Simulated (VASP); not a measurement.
A run of VASP 6.6.1 is set up as follows.

INCAR

```
ALGO = Normal
EDIFF = 1E-6
EDIFFG = -0.01
ENCUT = 600
IBRION = 2
ISIF = 3
ISMEAR = -1
LASPH = T
LCHARG = F
LREAL = F
LWAVE = F
NELM = 80
NSW = 60
PREC = Accurate
PSTRESS = 300.0
SIGMA = 0.05
```

KPOINTS

```
k-points
0
Gamma
  14 14 14
```

File POSCAR:

```
Zr
1.0
    2.9500000000      0.0000000000      0.0000000000
    0.0000000000      2.9500000000      0.0000000000
    0.0000000000      0.0000000000      2.9500000000
Zr
1
Direct
    0.0000000000      0.0000000000      0.0000000000
```

Potentials or basis: VASP PAW LDA potentials, release 64 (Zr_sv).

The run is started by

```bash
$ cat potpaw_LDA.64/Zr_sv/POTCAR > POTCAR
$ mpirun -np 1 vasp_std > vasp.out
```

Q: Predict the relaxed cell.

A: a = 2.621 Å, b = 2.621 Å, c = 2.621 Å, α = 90.00°, β = 90.00°, γ = 90.00°.

Q: Predict the band gap on the k mesh.

A: Zero (band 6 reaches 12.94 eV, above the bottom of band 7 at 8.88 eV).

The path:
| step | energy change (eV) | largest force (eV/Å) | pressure (GPa) | volume (Å³) |
| --- | --- | --- | --- | --- |
| 1 | 0.0000 | 0.0000 | -7.77 | 25.67 |
| 2 | 9.0940 | 0.0000 | 490.51 | 9.11 |
| 3 | 0.1243 | 0.0000 | 19.76 | 19.17 |
| 4 | 0.2009 | 0.0000 | 24.23 | 18.61 |
| 5 | 0.3102 | 0.0000 | 30.21 | 17.96 |
| 6 | 0.2849 | 0.0000 | 28.93 | 18.10 |
| 7 | 0.2860 | 0.0000 | 28.93 | 18.10 |
| 8 | 0.2890 | 0.0000 | 29.13 | 18.08 |
| 9 | 0.2890 | 0.0000 | 29.13 | 18.08 |
| 10 | 0.2891 | 0.0000 | 29.11 | 18.08 |
| 11 | 0.2894 | 0.0000 | 29.09 | 18.08 |
| 12 | 0.2898 | 0.0000 | 29.15 | 18.07 |
| 13 | 0.2908 | 0.0000 | 29.19 | 18.07 |
| 14 | 0.2927 | 0.0000 | 29.33 | 18.06 |
| 15 | 0.2966 | 0.0000 | 29.54 | 18.04 |
| 16 | 0.3044 | 0.0000 | 29.95 | 18.00 |

Caveat: the cell is relaxed towards a set pressure, so the enthalpy falls and the energy may rise; the volume moved by over 15 % at a fixed basis, so the end points are rough.
